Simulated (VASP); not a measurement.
Crystal: ZnCd2Te3.

```
Zn Cd Te
1.0
     2.78984   -8.23611    0.00000
     2.78984    8.23611    0.00000
     0.00000    0.00000    4.02037
Zn Cd Te
1 2 3
Direct
  0.50000 0.50000 0.00000
  0.00000 0.50000 0.50000
  0.50000 0.00000 0.50000
  0.13977 0.86023 0.00000
  0.86023 0.13977 0.00000
  0.00000 0.00000 0.50000
```

```yaml
Program: VASP 6.6.1
Task: relaxation of cell and atoms
Functional: r2SCAN
Dispersion: rVV10
Potentials_or_basis: VASP PAW PBE potentials, release 64 (Zn, Cd, Te)
Cutoff: 600 eV
k_mesh: 4 × 4 × 6
Occupations: fermi-dirac, width 0.03 eV
Spin: no spin polarisation
```

At the start: pressure 0.9 GPa; volume 30.79 Å³/atom.

Where does the relaxation end?

Over 9 steps the energy falls by 4.5 meV/atom and the volume is 31.31 Å³/atom (+1.7 %); space group Cmmm (No. 65, to 0.1 Å) before and after.

The path:
```csv
step,energy change (eV),largest force (eV/Å),pressure (GPa),volume (Å³)
1,0.0000,0.2003,0.91,184.76
2,-0.0207,0.1210,-0.23,189.48
3,-0.0207,0.1224,-0.21,189.38
4,-0.0241,0.0931,-0.12,188.71
5,-0.0263,0.0370,0.07,187.54
6,-0.0263,0.0400,0.06,187.60
7,-0.0266,0.0237,-0.01,187.90
8,-0.0267,0.0105,-0.06,188.15
9,-0.0269,0.0039,0.00,187.86
```

Final structure:
```
Zn Cd Te
1.0
     2.76297   -8.30402    0.00000
     2.76297    8.30402    0.00000
     0.00000    0.00000    4.09398
Zn Cd Te
1 2 3
Direct
  0.50000 0.50000 0.00000
  0.00000 0.50000 0.50000
  0.50000 0.00000 0.50000
  0.14204 0.85796 0.00000
  0.85796 0.14204 0.00000
  0.00000 0.00000 0.50000
```

Caveat: the PAW data sets were made with another functional, which shifts forces and pressure a little.
